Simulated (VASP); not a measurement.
Input of a VASP 6.6.1 run:

Contents of INCAR:

```
SYSTEM = Ag
PREC     = Accurate       ! precision mode
ENCUT    = 520            ! plane-wave cutoff, eV
EDIFF    = 1E-8           ! SCF threshold, eV
ISMEAR   = -1             ! smearing method
SIGMA    = 0.05           ! smearing width, eV
LREAL    = .False.        ! projectors in reciprocal space
LASPH    = .True.         ! aspherical terms in the spheres
NELM     = 60             ! most SCF steps
ALGO     = Normal         ! electronic algorithm
ISIF     = 2              ! what is computed and relaxed
LWAVE    = .False.        ! write WAVECAR
LCHARG   = .False.        ! write CHGCAR
GGA      = PE             ! functional
LEFG     = .True.       
NBANDS   = 18             ! bands
```

KPOINTS

```
Automatic mesh
0
Gamma
  14 14 8
  0 0 0
```

File POSCAR:

```
Ag
1.0
    2.9299980804      0.0000000000      0.0000000000
   -1.4649990402      2.5374527707      0.0000000000
    0.0000000000      0.0000000000      4.7900000000
Ag
2
Direct
    0.3333333333      0.6666666667      0.2500000000
    0.7076223249      0.3333333333      0.7500000000
```

Potentials or basis: VASP PAW PBE potentials, release 64 (Ag).

Run with:

```sh
$ cat potpaw_PBE.64/Ag/POTCAR > POTCAR
$ mpirun -np 1 vasp_std > vasp.out
```

Problem. Estimate the band gap on the k mesh.

Solution. Zero (bands 11 and 12 overlap by 6.97 eV).

Problem. Estimate the largest force.

Solution. 0.104 eV/Å.

Problem. Estimate the pressure.

Solution. 0.5 GPa.

Electric field gradients, principal values (V/Å²):
| atom | least | middle | greatest (by size) |
| --- | --- | --- | --- |
| 1 Ag | -0.381 | -3.104 | 3.485 |
| 2 Ag | -0.381 | -3.104 | 3.485 |

Caveat: the cell differs from its parent crystal (atom 2 (Ag) moved by [0.12, 0.0, 0.0] A); without QUAD_EFG the Cq values of the log hold for a quadrupole moment of 1 mb, not for the nuclei.
